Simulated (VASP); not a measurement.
# Na in VASP: notebook

Na is run at these levels: PBE; tasks: single point.

All numbers are computed with VASP 6.6.1; they aren't measurements. Logs are shortened: lines on timing, memory, paths and dates and some standing lists are left out, and cuts for length are marked.

**1. The cell of the first run**

The structure is orthorhombic, space group Immm (No. 71). The conventional cell has a = 3.526 Å, b = 3.678 Å, c = 5.574 Å, α = 90.00°, β = 90.00°, γ = 90.00°. Na (site symmetry mmm) has 12 Na at 3.53 to 3.78 Å within 4.6 Å.

**2. Single point, PBE (uniaxial strain along a: -6.0 %, then relaxed in part)**

Contents of INCAR:

```
SYSTEM = Na
ALGO = Fast
EDIFF = 1E-6
ENCUT = 520
GGA = PE
ISIF = 2
ISMEAR = 0
LASPH = .True.
LCHARG = .False.
LREAL = .False.
LWAVE = .False.
NBANDS = 14
NELM = 60
PREC = Accurate
SIGMA = 0.1
```

Contents of KPOINTS:

```
k-points
0
Gamma
  12 12 8
  0 0 0
```

Contents of POSCAR:

```
Na
1.0
    3.5257649367      0.0000000000      0.0000000000
    0.0000000000      3.6783985207      0.0000000000
    0.0000000000      0.0000000000      5.5736513037
Na
2
Direct
    0.0000000000      0.0000000000      0.0000000000
    0.5000000000      0.5000000000      0.5000000000
```

Potentials or basis: VASP PAW PBE potentials, release 64 (Na_pv).

On the command line:

```bash
cat potpaw_PBE.64/Na_pv/POTCAR > POTCAR
mpirun -np 1 vasp_std > vasp.out
```

OUTCAR:

```text
SYSTEM = Na
   EDIFF = 1E-6
   ENCUT = 520
   GGA = PE
   ISIF = 2
   ISMEAR = 0
   LASPH = .True.
   LREAL = .False.
   NELM = 60
   PREC = Accurate

 ion  position               nearest neighbor table
   1  0.000  0.000  0.000-
   2  0.500  0.500  0.500-

  LATTYP: Found a simple orthorhombic cell.
 ALAT       =     3.5257649367
 B/A-ratio  =     1.0432909132
 C/A-ratio  =     1.5808346284

  Lattice vectors:

 A1 = (   3.5257649367,   0.0000000000,   0.0000000000)
 A2 = (   0.0000000000,   3.6783985207,   0.0000000000)
 A3 = (   0.0000000000,   0.0000000000,   5.5736513037)

Analysis of symmetry for initial positions (statically):
=====================================================================
 Subroutine PRICEL returns following result:

  LATTYP: Found a body centered orthorhombic cell.
 ALAT       =     3.5257649367
 B/A-ratio  =     1.0432909132
 C/A-ratio  =     1.5808346284

  Lattice vectors:

 A1 = (  -1.7628824683,  -1.8391992603,  -2.7868256518)
 A2 = (   1.7628824683,   1.8391992603,  -2.7868256519)
 A3 = (   1.7628824683,  -1.8391992604,   2.7868256518)

   2 primitive cells build up your supercell.

 Routine SETGRP: Setting up the symmetry group for a
 simple orthorhombic supercell.

 Subroutine GETGRP returns: Found  8 space group operations
 (whereof  8 operations were pure point group operations)
 out of a pool of  8 trial point group operations.

The static configuration has the point symmetry D_2h.

Analysis of symmetry for dynamics (positions and initial velocities):
=====================================================================
 Subroutine PRICEL returns following result:

  LATTYP: Found a body centered orthorhombic cell.
 ALAT       =     3.5257649367
 B/A-ratio  =     1.0432909132
 C/A-ratio  =     1.5808346284

  Lattice vectors:

 A1 = (  -1.7628824683,  -1.8391992603,  -2.7868256518)
 A2 = (   1.7628824683,   1.8391992603,  -2.7868256519)
 A3 = (   1.7628824683,  -1.8391992604,   2.7868256518)

   2 primitive cells build up your supercell.

 Routine SETGRP: Setting up the symmetry group for a
 simple orthorhombic supercell.

 Subroutine GETGRP returns: Found  8 space group operations
 (whereof  8 operations were pure point group operations)
 out of a pool of  8 trial point group operations.

The dynamic configuration has the point symmetry D_2h.

 Subroutine INISYM returns: Found  8 space group operations
 (whereof  8 operations are pure point group operations),
 and found     2 'primitive' translations

----------------------------------------------------------------------------------------

                                     Primitive cell

  volume of cell :      36.1428

  direct lattice vectors                    reciprocal lattice vectors
    -1.762882468 -1.839199260 -2.786825652    -0.000000000 -0.271857439 -0.179415601
     1.762882468  1.839199260 -2.786825652     0.283626395  0.000000000 -0.179415601
     1.762882468 -1.839199260  2.786825652     0.283626395 -0.271857439  0.000000000

  length of vectors
     3.775818551  3.775818551  3.775818551     0.325724462  0.335609729  0.392874534

  position of ions in fractional coordinates (direct lattice)
     0.000000000  0.000000000  0.000000000

  ion indices of the primitive-cell ions
   primitive index   ion index
                 1           1

----------------------------------------------------------------------------------------

 KPOINTS: k-points

Automatic generation of k-mesh.
 Grid dimensions read from file:
 generate k-points for:   12   12    8

 Generating k-lattice:

  Cartesian coordinates                     Fractional coordinates (reciprocal lattice)
     0.023635533  0.000000000  0.000000000     0.083333333  0.000000000  0.000000000
     0.000000000  0.022654787  0.000000000     0.000000000  0.083333333  0.000000000
     0.000000000  0.000000000  0.022426950     0.000000000  0.000000000  0.125000000

  Length of vectors
     0.023635533  0.022654787  0.022426950

  Shift w.r.t. Gamma in fractional coordinates (k-lattice)
     0.000000000  0.000000000  0.000000000

 Subroutine IBZKPT returns following result:
 ===========================================

 Found    245 irreducible k-points:

 Following reciprocal coordinates:
            Coordinates               Weight
  0.000000  0.000000  0.000000      1.000000
  0.083333  0.000000  0.000000      2.000000
  0.166667  0.000000  0.000000      2.000000
  0.250000  0.000000  0.000000      2.000000
  0.333333  0.000000  0.000000      2.000000
  0.416667  0.000000  0.000000      2.000000
[... 16 lines left out ...]
  0.083333  0.250000  0.000000      4.000000
  0.166667  0.250000  0.000000      4.000000
 [... further k-points ...]
   k-points           NKPTS =    245   k-points in BZ     NKDIM =    245   number of bands    NBANDS=     14
   number of dos      NEDOS =    301   number of ions     NIONS =      2
   total plane-waves  NPLWV =  32928
   dimension x,y,z NGX =    28 NGY =   28 NGZ =   42
   dimension x,y,z NGXF=    56 NGYF=   56 NGZF=   84
   ions per type =               2
   NGX,Y,Z   is equivalent  to a cutoff of  13.20, 12.65, 12.53 a.u.
   NGXF,Y,Z  is equivalent  to a cutoff of  26.40, 25.31, 25.05 a.u.
 SYSTEM =  Na
   PREC   = accura    normal or accurate (medium, high low for compatibility)
   ISTART =      0    job   : 0-new  1-cont  2-samecut
   ICHARG =      2    charge: 1-file 2-atom 10-const
   ISPIN  =      1    spin polarized calculation?
   LNONCOLLINEAR =      F non collinear calculations
   LSORBIT =      F    spin-orbit coupling
   LASPH  =      T    aspherical Exc in radial PAW
   ENCUT  =  520.0 eV  38.22 Ry    6.18 a.u.   6.56  6.84 10.36*2*pi/ulx,y,z
   NELM   =     60;   NELMIN=  2; NELMDL= -5     # of ELM steps
   EDIFF  = 0.1E-05   stopping-criterion for ELM
   LREAL  =      F    real-space projection
   EDIFFG = 0.1E-04   stopping-criterion for IOM
   NSW    =      0    number of steps for IOM
   IBRION =     -1    ionic relax: 0-MD 1-quasi-New 2-CG
   NFREE  =      0    steps in history (QN), initial steepest desc. (CG)
   ISIF   =      2    stress and relaxation
   ISYM   =      2    0-nonsym 1-usesym 2-fastsym
   POTIM  = 0.5000    time-step for ionic-motion
   TEBEG  =    0.0;   TEEND  =   0.0 temperature during run
   PSTRESS=    0.0 pullay stress
   NELECT =      14.0000    total number of electrons
   NUPDOWN=      -1.0000    fix difference up-down
   EMIN   =  10.00;   EMAX   =-10.00  energy-range for DOS
   EFERMI =   0.00;   METHOD = LEGACY
   ISMEAR =     0;   SIGMA  =   0.10  broadening in eV -4-tet -1-fermi 0-gaus
   EFERMI_NEDOS =   21; number of points for ismear=-14 and -15
   IALGO  =     68    algorithm
   IMIX   =      4    mixing-type and parameters
     AMIX     =   0.40;   BMIX     =  1.00
     AMIX_MAG =   1.60;   BMIX_MAG =  1.00
  volume/ion in A,a.u.               =      36.14       243.90
  Fermi-wavevector in a.u.,A,eV,Ry     =   0.947182  1.789915 12.206523  0.897154
  Thomas-Fermi vector in A             =   2.075251
   LORBIT       =      0    0 simple, 1 ext, 2 COOP (PROOUT), +10 PAW based schemes
   GGA     = PE    functional components
   LHFCALC =     F    Hartree Fock is set to
   AEXX    =    0.0000 exact exchange contribution
   IVDW    =     0    specifies the selected vdW correction
   LEPSILON=     F    determine dielectric tensor
   LRPA    =     F    only Hartree local field effects (RPA)
 non-spin polarized calculation
 RMM-DIIS sequential band-by-band and
 Gauss-broadening in eV      SIGMA  =   0.10
  energy-cutoff  :      520.00
  volume of cell :       72.29
 maximum number of plane-waves:      1968
 NGX is ok and might be reduce to    28
   NGX = 13   NGY = 13   NGZ = 21

 number of electron      13.9999993 magnetization

 Free energy of the ion-electron system (eV)
  ---------------------------------------------------
  ext. energy  EPLUGINS =         0.00000000
  ---------------------------------------------------
  free energy    TOTEN  =        -2.61629299 eV

  energy without entropy =       -2.61093203  energy(sigma->0) =       -2.61361251

 E-fermi :   0.4072     XC(G=0):  -6.5680

 val. band max:        0.4003863425   @ k =   0.5000   0.0000   0.2500
 cond. band min:       0.4106238754   @ k =   0.5000   0.1667   0.0000
 fundamental gap:      0.0102375330
 Fermi energy:         0.4071541577

 k-point     1 :       0.0000    0.0000    0.0000
  band No.  band energies     occupation
      1     -24.5136      2.00000
      2     -24.4909      2.00000
      3     -24.4905      2.00000
      4     -24.4810      2.00000
      5     -24.4800      2.00000
      6     -24.4800      2.00000
      7      -2.9294      2.00000
      8       1.6216      0.00000
      9       2.1682      0.00000
     10       7.2413      0.00000
     11       7.8697      0.00000
     12       8.8672      0.00000
     13      10.3189      0.00000
     14      11.3746      0.00000

 k-point     2 :       0.0833    0.0000    0.0000
  band No.  band energies     occupation
      1     -24.5128      2.00000
      2     -24.4926      2.00000
      3     -24.4906      2.00000
      4     -24.4834      2.00000
      5     -24.4803      2.00000
      6     -24.4800      2.00000
      7      -2.8424      2.00000
      8       1.6974      0.00000
      9       2.2492      0.00000
     10       6.6095      0.00000
     11       7.9399      0.00000
     12       8.6079      0.00000
     13      10.9676      0.00000
     14      11.0224      0.00000
[... 343 lines left out ...]
      1     -24.5069      2.00000
      2     -24.5003      2.00000
      3     -24.4931      2.00000
      4     -24.4901      2.00000
      5     -24.4840      2.00000
      6     -24.4836      2.00000
      7      -2.1287      2.00000
      8       2.3266      0.00000
      9       2.7194      0.00000
     10       3.6281      0.00000
     11       7.4396      0.00000
     12       7.8728      0.00000
     13       8.3102      0.00000
     14      11.4767      0.00000

 k-point    24 :       0.1667    0.2500    0.0000
  band No.  band energies     occupation
      1     -24.5051      2.00000
      2     -24.5007      2.00000
      3     -24.4948      2.00000
      4     -24.4945      2.00000
      5     -24.4880      2.00000
      6     -24.4845      2.00000
      7      -1.8722      2.00000
      8       2.5551      0.00000
      9       2.9551      0.00000
     10       3.7964      0.00000
     11       6.3312      0.00000
     12       7.6563      0.00000
     13       8.4316      0.00000
     14      10.0818      0.00000

 [... further k-points ...]

------------------------ aborting loop because EDIFF is reached ----------------------------------------

  FORCE on cell =-STRESS in cart. coord.  units (eV):
  Direction    XX          YY          ZZ          XY          YZ          ZX
  --------------------------------------------------------------------------------------
  -------------------------------------------------------------------------------------
  Total        0.2648301     -0.0064621     -0.0068035     -0.0000000      0.0000000      0.0000000
  in kB        5.8698369     -0.1432304     -0.1507967     -0.0000000      0.0000000      0.0000000
  external PRESSURE =       1.8586033 kB  Pullay stress =       0.0000000 kB

 VOLUME and BASIS-vectors are now :
 -----------------------------------------------------------------------------
  energy-cutoff  :      520.00
  volume of cell :       72.29
      direct lattice vectors                 reciprocal lattice vectors
     3.525764937  0.000000000  0.000000000     0.283626395  0.000000000  0.000000000
     0.000000000  3.678398521  0.000000000     0.000000000  0.271857439  0.000000000
     0.000000000  0.000000000  5.573651304     0.000000000  0.000000000  0.179415601

 POSITION                                       TOTAL-FORCE (eV/Angst)
 -----------------------------------------------------------------------------------
      0.00000      0.00000      0.00000         0.000000      0.000000     -0.000000
      1.76288      1.83920      2.78683        -0.000000     -0.000000      0.000000
 -----------------------------------------------------------------------------------
    total drift:                                0.000000      0.000000      0.000000

  FREE ENERGIE OF THE ION-ELECTRON SYSTEM (eV)
  ---------------------------------------------------
  free  energy   TOTEN  =        -2.6162929881 eV

  energy  without entropy=       -2.6109320281  energy(sigma->0) =       -2.61361251
```

It took 1.9 min on 1 thread of Oxide Virtual Turin-like, shared host; peak memory 0.26 GiB.

Results:

```
Free energy            : -2.6163 eV
Pressure               : 0.2 GPa
Band gap on the k mesh : zero (bands 7 and 8 overlap by 5.27 eV)
```

Stress tensor (GPa, compression positive):
```
 0.59  0.00  0.00
 0.00 -0.01  0.00
 0.00  0.00 -0.02
```

Caveat: the cell differs from its parent crystal (uniaxial strain along a: -6.0 %, then relaxed in part).

**3. Single point, PBE (uniaxial strain along a: +2.0 %, then relaxed in part)**

Contents of INCAR:

```
ALGO = Fast ; EDIFF = 1E-6
ENCUT = 520 ; GGA = PE
ISIF = 2 ; ISMEAR = 0
LASPH = T ; LCHARG = F
LREAL = F ; LWAVE = F
NBANDS = 14 ; NELM = 100
PREC = Accurate ; SIGMA = 0.1
```

Contents of KPOINTS:

```
k-points
0
Gamma
  12 12 8
```

Contents of POSCAR:

```
Na
1.0
    3.8258300377      0.0000000000      0.0000000000
    0.0000000000      3.8620730292      0.0000000000
    0.0000000000      0.0000000000      4.9796267438
Na
2
Direct
    0.0000000000      0.0000000000      0.0000000000
    0.5000000000      0.5000000000      0.5000000000
```

Potentials or basis: VASP PAW PBE potentials, release 64 (Na_pv).

On the command line:

```bash
cat potpaw_PBE.64/Na_pv/POTCAR > POTCAR
mpirun -np 1 vasp_std > vasp.out
```

It took 2.2 min on 1 thread of Oxide Virtual Turin-like, shared host; peak memory 0.27 GiB.

Results (log left out):

* Free energy: -2.6257 eV
* Pressure: 0.0 GPa
* Band gap on the k mesh: zero (bands 7 and 8 overlap by 4.60 eV)

Stress tensor (GPa, compression positive):
```
 0.10  0.00  0.00
 0.00 -0.01  0.00
 0.00  0.00 -0.02
```

Levels at points of the mesh, in eV from the Fermi level:
| k point | band 5 | band 6 | band 7 | band 8 | band 9 | band 10 |
| --- | --- | --- | --- | --- | --- | --- |
| (0.00, 0.00, 0.00) | -24.91 | -24.91 | -3.31 | 2.41 | 2.89 | 5.77 |
| (0.50, 0.00, 0.00) | -24.92 | -24.92 | -0.72 | -0.72 | 4.71 | 4.71 |
| (0.00, 0.50, 0.00) | -24.92 | -24.92 | -0.76 | -0.76 | 4.67 | 4.67 |
| (0.50, 0.50, 0.00) | -24.92 | -24.92 | 1.47 | 1.47 | 2.02 | 2.02 |
| (0.00, 0.00, 0.50) | -24.92 | -24.92 | -1.76 | -1.76 | 7.28 | 7.28 |
| (0.50, 0.00, 0.50) | -24.91 | -24.91 | 0.57 | 0.57 | 1.00 | 1.00 |
| (0.00, 0.50, 0.50) | -24.91 | -24.91 | 0.53 | 0.53 | 0.94 | 0.94 |
| (0.50, 0.50, 0.50) | -24.92 | -24.92 | 2.84 | 2.84 | 2.85 | 2.85 |

Caveat: the cell differs from its parent crystal (uniaxial strain along a: +2.0 %, then relaxed in part).

**4. Single point, PBE (strained)**

Contents of INCAR:

```
  PREC = Accurate
  ENCUT = 520
  EDIFF = 1E-6
  ISMEAR = 0
  SIGMA = 0.1
  LREAL = False
  LASPH = True
  NELM = 100
  ALGO = Fast
  ISIF = 2
  LWAVE = False
  LCHARG = False
  GGA = PE
  NBANDS = 10
```

Contents of KPOINTS:

```
regular mesh
0
Gamma
  16 16 16
```

Contents of POSCAR:

```
Na
1.0
   -1.8572098088      1.8572098088      2.8312220070
    1.8572098088     -1.8572098088      2.8312220070
    1.8572098088      1.8572098088     -2.8312220070
Na
1
Direct
    0.0000000000      0.0000000000      0.0000000000
```

On the command line:

```bash
cat potpaw_PBE.64/Na_pv/POTCAR > POTCAR
mpirun -np 1 vasp_std > vasp.out
```

Run time: 1.9 min. Hardware: 1 thread of Oxide Virtual Turin-like, shared host; peak memory 0.2 GiB.

It converged, with:

```
Free energy            : -1.3095 eV
Pressure               : -0.5 GPa
Band gap on the k mesh : zero (an odd number of electrons rules out a gap without spin polarisation)
```

Stress tensor (GPa, compression positive):
```
-0.36  0.00  0.00
 0.00 -0.36  0.00
 0.00  0.00 -0.64
```

Levels at points of the mesh, in eV from the Fermi level:
```
           k point  band 1  band 2  band 3  band 4  band 5  band 6  band 7  band 8
(0.00, 0.00, 0.00)  -24.96  -24.96  -24.96   -3.19   10.62   10.89   10.89   11.87
(0.50, 0.00, 0.00)  -24.99  -24.96  -24.96    0.54    0.90    9.27    9.80   10.35
(0.50, 0.50, 0.00)  -24.99  -24.97  -24.97    1.95    2.47    5.93    6.60    6.68
(0.50, 0.50, 0.50)  -24.98  -24.97  -24.97    1.24    1.74    6.54    7.41    7.41
```

Caveat: the cell differs from its parent crystal (strained).

**5. Overview**

| cell | k mesh | further INCAR settings | gap on the mesh (eV) | pressure (GPa) |
| --- | --- | --- | --- | --- |
| a = 3.526, b = 3.678, c = 5.574 Å, 2 atoms, atomic positions A | 12 × 12 × 8 | ALGO = Fast; EDIFF = 1e-06; NBANDS = 14 | none | 0.2 |
| a = 3.826, b = 3.862, c = 4.980 Å, 2 atoms, atomic positions A | 12 × 12 × 8 | ALGO = Fast; EDIFF = 1e-06; NBANDS = 14 | none | 0.0 |
| a = 3.862 Å, angles 122.5, 122.5, 85.7°, 1 atom, atomic positions B | 16 × 16 × 16 | ALGO = Fast; EDIFF = 1e-06; NBANDS = 10 | none | -0.5 |

Alike in all rows: task single point; level PBE; potentials or basis VASP PAW PBE potentials, release 64 (Na_pv); no spin polarisation; cutoff (eV) 520; smearing gaussian 0.1 eV.

Absolute energies hang on the potentials; compare differences alone.

The gap in the log of VASP goes by the Fermi energy; the results here count the filled bands.